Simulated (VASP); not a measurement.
# CdS (Hawleyite) (F-43m) in VASP: further runs

Runs on CdS (Hawleyite). Level: LDA. Tasks: vibrations by perturbation theory.

All numbers are computed with VASP 6.6.1; they aren't measurements. Logs are shortened: lines on timing, memory, paths and dates and some standing lists are left out, and cuts for length are marked.

## Step 1: The cell of the first run

The structure is cubic, space group F-43m (No. 216). The conventional cell has a = 5.817 Å, b = 5.817 Å, c = 5.817 Å, α = 90.00°, β = 90.00°, γ = 90.00°. Within 3.3 Å of Cd (site symmetry -43m) lie 4 S at 2.52 Å. S (site symmetry -43m) has 4 Cd at 2.52 Å within 3.3 Å.

## Step 2: Vibrations by perturbation theory, LDA

INCAR reads:

```
ALGO = Normal ; EDIFF = 1E-8
ENCUT = 520 ; GGA = CA
IBRION = 8 ; ISIF = 2
ISMEAR = 0 ; LASPH = True
LCHARG = False ; LREAL = False
LWAVE = False ; NELM = 60
NSW = 1 ; PREC = Accurate
SIGMA = 0.01
```

KPOINTS reads:

```
k-points
0
Gamma
  8 8 8
```

POSCAR reads:

```
CdS
1.0
    2.9086064719      2.9086064719      0.0000000000
   -2.9086064719      2.9086064719      0.0000000000
    0.0000000000      2.9086064719      2.9086064719
Cd S
1 1
Direct
    0.0000000000      0.0000000000      0.0000000000
    0.7500000000      0.2500000000      0.5000000000
```

Potentials or basis: VASP PAW LDA potentials, release 64 (Cd, S).

Started as:

```console
> cat potpaw_LDA.64/Cd/POTCAR potpaw_LDA.64/S/POTCAR > POTCAR
> mpirun -np 1 vasp_std > vasp.out
```

OUTCAR:

```text
EDIFF = 1E-8
   ENCUT = 520
   GGA = CA
   IBRION = 8
   ISIF = 2
   ISMEAR = 0
   LASPH = True
   LREAL = False
   NELM = 60
   NSW = 1
   PREC = Accurate

 ion  position               nearest neighbor table
   1  0.000  0.000  0.000-   2 2.52   2 2.52   2 2.52   2 2.52
   2  0.750  0.250  0.500-   1 2.52   1 2.52   1 2.52   1 2.52

  LATTYP: Found a face centered cubic cell.
 ALAT       =     5.8172129438

  Lattice vectors:

 A1 = (   0.0000000000,   2.9086064719,   2.9086064719)
 A2 = (   2.9086064719,   0.0000000000,   2.9086064719)
 A3 = (   2.9086064719,   2.9086064719,   0.0000000000)

Analysis of symmetry for initial positions (statically):
=====================================================================
 Subroutine PRICEL returns:
 Original cell was already a primitive cell.

 Routine SETGRP: Setting up the symmetry group for a
 face centered cubic supercell.

 Subroutine GETGRP returns: Found 24 space group operations
 (whereof 24 operations were pure point group operations)
 out of a pool of 48 trial point group operations.

The static configuration has the point symmetry T_d .

Analysis of symmetry for dynamics (positions and initial velocities):
=====================================================================
 Subroutine PRICEL returns:
 Original cell was already a primitive cell.

 Routine SETGRP: Setting up the symmetry group for a
 face centered cubic supercell.

 Subroutine GETGRP returns: Found 24 space group operations
 (whereof 24 operations were pure point group operations)
 out of a pool of 48 trial point group operations.

The dynamic configuration has the point symmetry T_d .

 Subroutine INISYM returns: Found 24 space group operations
 (whereof 24 operations are pure point group operations),
 and found     1 'primitive' translations

----------------------------------------------------------------------------------------

                                     Primitive cell

  volume of cell :      49.2136

  direct lattice vectors                    reciprocal lattice vectors
     2.908606472  2.908606472  0.000000000     0.171903626  0.171903626 -0.171903626
    -2.908606472  2.908606472  0.000000000    -0.171903626  0.171903626 -0.171903626
     0.000000000  2.908606472  2.908606472     0.000000000  0.000000000  0.343807253

  length of vectors
     4.113390720  4.113390720  4.113390720     0.297745815  0.297745815  0.343807253

  position of ions in fractional coordinates (direct lattice)
     0.000000000  0.000000000  0.000000000
     0.750000000  0.250000000  0.500000000

  ion indices of the primitive-cell ions
   primitive index   ion index
                 1           1
                 2           2

----------------------------------------------------------------------------------------

 KPOINTS: k-points

Automatic generation of k-mesh.
 Grid dimensions read from file:
 generate k-points for:    8    8    8

 Generating k-lattice:

  Cartesian coordinates                     Fractional coordinates (reciprocal lattice)
     0.021487953  0.021487953 -0.021487953     0.125000000  0.000000000  0.000000000
    -0.021487953  0.021487953 -0.021487953     0.000000000  0.125000000  0.000000000
     0.000000000  0.000000000  0.042975907     0.000000000  0.000000000  0.125000000

  Length of vectors
     0.037218227  0.037218227  0.042975907

  Shift w.r.t. Gamma in fractional coordinates (k-lattice)
     0.000000000  0.000000000  0.000000000

 Subroutine IBZKPT returns following result:
 ===========================================

 Found     29 irreducible k-points:

 Following reciprocal coordinates:
            Coordinates               Weight
  0.000000  0.000000  0.000000      1.000000
  0.125000  0.000000  0.000000      8.000000
  0.250000  0.000000  0.000000      8.000000
  0.375000  0.000000  0.000000      8.000000
  0.500000  0.000000  0.000000      4.000000
  0.125000  0.125000  0.000000     12.000000
[... 16 lines left out ...]
  0.375000  0.250000  0.125000     48.000000
  0.500000  0.250000  0.125000     24.000000
 [... further k-points ...]
   k-points           NKPTS =     29   k-points in BZ     NKDIM =     29   number of bands    NBANDS=     13
   number of dos      NEDOS =    301   number of ions     NIONS =      2
   total plane-waves  NPLWV =  32768
   dimension x,y,z NGX =    32 NGY =   32 NGZ =   32
   dimension x,y,z NGXF=    64 NGYF=   64 NGZF=   64
   ions per type =               1   1
   NGX,Y,Z   is equivalent  to a cutoff of  12.93, 12.93, 12.93 a.u.
   NGXF,Y,Z  is equivalent  to a cutoff of  25.87, 25.87, 25.87 a.u.
 SYSTEM =  unknown system
   PREC   = accura    normal or accurate (medium, high low for compatibility)
   ISTART =      0    job   : 0-new  1-cont  2-samecut
   ICHARG =      2    charge: 1-file 2-atom 10-const
   ISPIN  =      1    spin polarized calculation?
   LNONCOLLINEAR =      F non collinear calculations
   LSORBIT =      F    spin-orbit coupling
   LASPH  =      T    aspherical Exc in radial PAW
   ENCUT  =  520.0 eV  38.22 Ry    6.18 a.u.   7.65  7.65  7.65*2*pi/ulx,y,z
   NELM   =     60;   NELMIN=  2; NELMDL= -5     # of ELM steps
   EDIFF  = 0.1E-07   stopping-criterion for ELM
   LREAL  =      F    real-space projection
   EDIFFG = 0.1E-06   stopping-criterion for IOM
   NSW    =      1    number of steps for IOM
   IBRION =      8    ionic relax: 0-MD 1-quasi-New 2-CG
   NFREE  =      0    steps in history (QN), initial steepest desc. (CG)
   ISIF   =      2    stress and relaxation
   ISYM   =      2    0-nonsym 1-usesym 2-fastsym
   POTIM  = 0.5000    time-step for ionic-motion
   TEBEG  =    0.0;   TEEND  =   0.0 temperature during run
   PSTRESS=    0.0 pullay stress
   NELECT =      18.0000    total number of electrons
   NUPDOWN=      -1.0000    fix difference up-down
   EMIN   =  10.00;   EMAX   =-10.00  energy-range for DOS
   EFERMI =   0.00;   METHOD = LEGACY
   ISMEAR =     0;   SIGMA  =   0.01  broadening in eV -4-tet -1-fermi 0-gaus
   EFERMI_NEDOS =   21; number of points for ismear=-14 and -15
   IALGO  =     38    algorithm
   IMIX   =      4    mixing-type and parameters
     AMIX     =   0.40;   BMIX     =  1.00
     AMIX_MAG =   1.60;   BMIX_MAG =  1.00
  volume/ion in A,a.u.               =      24.61       166.05
  Fermi-wavevector in a.u.,A,eV,Ry     =   1.170768  2.212430 18.649462  1.370697
  Thomas-Fermi vector in A             =   2.307221
   LORBIT       =      0    0 simple, 1 ext, 2 COOP (PROOUT), +10 PAW based schemes
   GGA     = CA    functional components
   LHFCALC =     F    Hartree Fock is set to
   AEXX    =    0.0000 exact exchange contribution
   IVDW    =     0    specifies the selected vdW correction
   LEPSILON=     F    determine dielectric tensor
   LRPA    =     F    only Hartree local field effects (RPA)
 non-spin polarized calculation
 Gauss-broadening in eV      SIGMA  =   0.01
  energy-cutoff  :      520.00
  volume of cell :       49.21
 maximum number of plane-waves:      1363
   NGX = 15   NGY = 15   NGZ = 15

--------------------------------------- Ionic step        1  -------------------------------------------

 number of electron      18.0000003 magnetization

 Free energy of the ion-electron system (eV)
  ---------------------------------------------------
  ext. energy  EPLUGINS =         0.00000000
  ---------------------------------------------------
  free energy    TOTEN  =        -7.40212409 eV

  energy without entropy =       -7.40212409  energy(sigma->0) =       -7.40212409

 E-fermi :   1.2410     XC(G=0):  -9.6230

 val. band max:        1.1985730961   @ k =   0.0000   0.0000   0.0000
 cond. band min:       2.1083788451   @ k =   0.0000   0.0000   0.0000
 fundamental gap:      0.9098057490
 Fermi energy:         1.2410147831

 k-point     1 :       0.0000    0.0000    0.0000
  band No.  band energies     occupation
      1     -11.2083      2.00000
      2      -6.6102      2.00000
      3      -6.6102      2.00000
      4      -6.6102      2.00000
      5      -6.1143      2.00000
      6      -6.1143      2.00000
      7       1.1986      2.00000
      8       1.1986      2.00000
      9       1.1986      2.00000
     10       2.1084      0.00000
     11       7.5579      0.00000
     12       7.5579      0.00000
     13       7.5579      0.00000
[... 354 lines left out ...]
  band No.  band energies     occupation
      1     -10.6890      2.00000
      2      -6.4437      2.00000
      3      -6.4021      2.00000
      4      -6.1442      2.00000
      5      -6.0872      2.00000
      6      -5.6014      2.00000
      7      -3.0690      2.00000
      8      -0.8239      2.00000
      9      -0.0728      2.00000
     10       5.4187      0.00000
     11       6.8104      0.00000
     12       8.2466      0.00000
     13       9.3959      0.00000

 [... further k-points ...]
[... 5 lines left out ...]
  --------------------------------------------------------------------------------------
  -------------------------------------------------------------------------------------
  Total       -0.4621197     -0.4621197     -0.4621197     -0.0000000     -0.0000000      0.0000000
  in kB      -15.0445846    -15.0445846    -15.0445846     -0.0000000     -0.0000000      0.0000000
  external PRESSURE =     -15.0445846 kB  Pullay stress =       0.0000000 kB

 VOLUME and BASIS-vectors are now :
 -----------------------------------------------------------------------------
  energy-cutoff  :      520.00
  volume of cell :       49.21
      direct lattice vectors                 reciprocal lattice vectors
     2.908606472  2.908606472  0.000000000     0.171903626  0.171903626 -0.171903626
    -2.908606472  2.908606472  0.000000000    -0.171903626  0.171903626 -0.171903626
     0.000000000  2.908606472  2.908606472     0.000000000  0.000000000  0.343807253

 POSITION                                       TOTAL-FORCE (eV/Angst)
 -----------------------------------------------------------------------------------
      0.00000      0.00000      0.00000        -0.000000      0.000000      0.000000
      1.45430      4.36291      1.45430         0.000000     -0.000000     -0.000000
 -----------------------------------------------------------------------------------
    total drift:                               -0.000000      0.000000     -0.000000

  FREE ENERGIE OF THE ION-ELECTRON SYSTEM (eV)
  ---------------------------------------------------
  free  energy   TOTEN  =        -7.4021240892 eV

  energy  without entropy=       -7.4021240892  energy(sigma->0) =       -7.40212409

[... ionic steps 2 to 3 ...]

--------------------------------------- Ionic step        4  -------------------------------------------

------------------------ aborting loop because EDIFF is reached ----------------------------------------

[... ionic steps 5 to 6 ...]

--------------------------------------- Ionic step        7  -------------------------------------------

 Free energy of the ion-electron system (eV)
  ---------------------------------------------------
  ---------------------------------------------------
  free energy    TOTEN  =        -0.10593588 eV

  energy without entropy =       -0.10593588

------------------------ aborting loop because EDIFF is reached ----------------------------------------

 INTERNAL STRAIN TENSOR  FOR ION    2  DIRECTION 1   (eV/Angst):
 -----------------------------------------------------------------------------
     0.01855 -0.00000 -0.00000
     0.00000 -0.01832  6.19215
    -0.00000  6.19215 -0.01832

 INTERNAL STRAIN TENSOR FOR ION    2 for displacements in x,y,z  (eV/Angst):
          X           Y           Z          XY          YZ          ZX
  --------------------------------------------------------------------------------
  x     0.00000    -0.00000    -0.00000     0.00000     6.19215     0.00000
  y    -0.00000    -0.00000    -0.00000    -0.00000    -0.00000     6.19215
  z    -0.00000    -0.00000     0.00000     6.19215    -0.00000     0.00000

 SECOND DERIVATIVES (NOT SYMMETRIZED)
 ------------------------------------
               1X          1Y          1Z          2X          2Y          2Z
  1X    -5.082336    0.000000    0.000000    5.082336    0.000000    0.000000
  1Y     0.000000   -5.082336    0.000000    0.000000    5.082336    0.000000
  1Z     0.000000    0.000000   -5.082336    0.000000    0.000000    5.082336
  2X     5.053458   -0.000000    0.000000   -5.053458    0.000000   -0.000000
  2Y     0.000000    5.053458   -0.000000   -0.000000   -5.053458    0.000000
  2Z     0.000000   -0.000000    5.053458   -0.000000    0.000000   -5.053458

 Eigenvectors and eigenvalues of the dynamical matrix
 ----------------------------------------------------

   1 f  =    7.040332 THz    44.235713 2PiTHz  234.840209 cm-1    29.116462 meV
             X         Y         Z           dx          dy          dz
      0.000000  0.000000  0.000000    -0.000000    0.000000   -0.472156
      1.454303  4.362910  1.454303     0.000000    0.000000    0.881515
[... 21 lines left out ...]
   6 f/i=    0.008349 THz     0.052457 2PiTHz    0.278485 cm-1     0.034528 meV
             X         Y         Z           dx          dy          dz
      0.000000  0.000000  0.000000     0.000000   -0.000000    0.881515
      1.454303  4.362910  1.454303    -0.000000    0.000000    0.472156

--------------------------------------------------------------------------------------------------------

 ELASTIC MODULI CONTR FROM IONIC RELAXATION (kBar)
 Direction    XX          YY          ZZ          XY          YZ          ZX
 --------------------------------------------------------------------------------
 XX          -0.0000      0.0000      0.0000      0.0000     -0.0000      0.0000
 YY           0.0000     -0.0000     -0.0000      0.0000      0.0000      0.0000
 ZZ           0.0000     -0.0000     -0.0000     -0.0000      0.0000      0.0000
 XY           0.0000      0.0000     -0.0000   -249.9042     -0.0000      0.0000
 YZ          -0.0000      0.0000      0.0000     -0.0000   -249.9042      0.0000
 ZX           0.0000      0.0000      0.0000      0.0000      0.0000   -249.9042
 --------------------------------------------------------------------------------
```

Wall time 2.5 min (1 thread of Intel Xeon Platinum 8375C at 2.90GHz (Ice Lake), shared host); peak memory 0.29 GiB.

Results:

```yaml
Highest_phonon_frequency_at_Γ_LO-TO_splitting_left_out: 235 cm⁻¹
```

Phonon frequencies in cm⁻¹ (negative: imaginary):
| q point | frequencies |
| --- | --- |
| (0.000, 0.000, 0.000) | 0 0 0 235 235 235 |

Caveat: the cell wasn't relaxed at this level first, which shifts response properties.

## Step 3: Vibrations by perturbation theory, LDA

This run uses another cell than the first one, of 20.43 Å³/atom, 0.830 times its volume.

INCAR reads:

```
PREC = Accurate ; ENCUT = 520
EDIFF = 1E-8 ; ISMEAR = 0
SIGMA = 0.01 ; LREAL = False
LASPH = True ; NELM = 80
ALGO = Normal ; ISIF = 2
LWAVE = False ; LCHARG = False
NBANDS = 16 ; IBRION = 8
NSW = 1
```

KPOINTS reads:

```
Automatic mesh
0
Gamma
  8 8 8
```

POSCAR reads:

```
CdS
1.0
    2.7337494014      2.7337494014      0.0000000000
   -2.7337494014      2.7337494014      0.0000000000
    0.0000000000      2.7337494014      2.7337494014
Cd S
1 1
Direct
    0.0000000000      0.0000000000      0.0000000000
    0.7500000000      0.2500000000      0.5000000000
```

Potentials or basis: VASP PAW LDA potentials, release 64 (Cd, S).

Started as:

```console
> cat potpaw_LDA.64/Cd/POTCAR potpaw_LDA.64/S/POTCAR > POTCAR
> mpirun -np 1 vasp_std > vasp.out
```

OUTCAR:

```text
PREC = Accurate
   ENCUT = 520
   EDIFF = 1E-8
   ISMEAR = 0
   LREAL = False
   LASPH = True
   NELM = 80
   ISIF = 2
   IBRION = 8
   NSW = 1

 ion  position               nearest neighbor table
   1  0.000  0.000  0.000-   2 2.37   2 2.37   2 2.37   2 2.37
   2  0.750  0.250  0.500-   1 2.37   1 2.37   1 2.37   1 2.37

  LATTYP: Found a face centered cubic cell.
 ALAT       =     5.4674988028

  Lattice vectors:

 A1 = (   0.0000000000,   2.7337494014,   2.7337494014)
 A2 = (   2.7337494014,   0.0000000000,   2.7337494014)
[... 710 lines left out ...]
               1X          1Y          1Z          2X          2Y          2Z
  1X    -9.561794    0.000000   -0.000000    9.561794   -0.000000    0.000000
  1Y    -0.000000   -9.561794    0.000000    0.000000    9.561794   -0.000000
  1Z    -0.000000    0.000000   -9.561794    0.000000   -0.000000    9.561794
  2X     9.540113    0.000000    0.000000   -9.540113    0.000000    0.000000
  2Y     0.000000    9.540113    0.000000    0.000000   -9.540113    0.000000
  2Z     0.000000    0.000000    9.540113    0.000000    0.000000   -9.540113

 Eigenvectors and eigenvalues of the dynamical matrix
 ----------------------------------------------------

   1 f  =    9.669624 THz    60.756039 2PiTHz  322.543938 cm-1    39.990334 meV
             X         Y         Z           dx          dy          dz
      0.000000  0.000000  0.000000     0.000000   -0.471527   -0.000000
      1.366875  4.100624  1.366875     0.000000    0.881852    0.000000
[... 21 lines left out ...]
   6 f/i=    0.004564 THz     0.028675 2PiTHz    0.152231 cm-1     0.018874 meV
             X         Y         Z           dx          dy          dz
      0.000000  0.000000  0.000000     0.000000   -0.000000    0.881852
      1.366875  4.100624  1.366875     0.000000    0.000000    0.471527

--------------------------------------------------------------------------------------------------------

 ELASTIC MODULI CONTR FROM IONIC RELAXATION (kBar)
 Direction    XX          YY          ZZ          XY          YZ          ZX
 --------------------------------------------------------------------------------
 XX          -0.0000      0.0000      0.0000      0.0000     -0.0000      0.0000
 YY           0.0000     -0.0000     -0.0000      0.0000      0.0000     -0.0000
 ZZ           0.0000     -0.0000     -0.0000     -0.0000      0.0000      0.0000
 XY           0.0000      0.0000     -0.0000   -969.9938     -0.0000     -0.0000
 YZ          -0.0000      0.0000      0.0000     -0.0000   -969.9938      0.0000
 ZX           0.0000     -0.0000      0.0000     -0.0000      0.0000   -969.9938
 --------------------------------------------------------------------------------
```

OSZICAR:

```text
N       E                     dE             d eps       ncg     rms          rms(c)
DAV:   1     0.114917450636E+03    0.11492E+03   -0.95207E+03   936   0.107E+03
DAV:   2    -0.346310177186E+01   -0.11838E+03   -0.11160E+03  1080   0.266E+02
[... 41 lines left out ...]
RMM:   7    -0.105879176140E+00   -0.56947E-05    0.37268E-08  5191   0.103E-03    0.762E-04
RMM:   8    -0.105878103031E+00    0.10731E-05    0.80656E-09  5334   0.181E-04    0.359E-04
RMM:   9    -0.105877614132E+00    0.48890E-06    0.39729E-09  5278   0.908E-05    0.406E-05
RMM:  10    -0.105877718776E+00   -0.10464E-06   -0.46102E-09  5404   0.249E-05    0.782E-06
RMM:  11    -0.105877666276E+00    0.52500E-07   -0.44402E-09  5130   0.145E-05    0.517E-06
RMM:  12    -0.105877668832E+00   -0.25556E-08   -0.10493E-08  4119   0.862E-06    0.272E-06
 Linear response finished
```

Wall time 90 s (1 thread of Intel Xeon 6975P-C (Granite Rapids), shared host); peak memory 0.27 GiB.

What came out:

| Item | Value |
| --- | --- |
| Highest phonon frequency at Γ, LO-TO splitting left out | 323 cm⁻¹ |

Phonon frequencies in cm⁻¹ (negative: imaginary):
```csv
q point,frequencies
"(0.000, 0.000, 0.000)",0 0 0 323 323 323
```

Caveat: the cell wasn't relaxed at this level first, which shifts response properties.
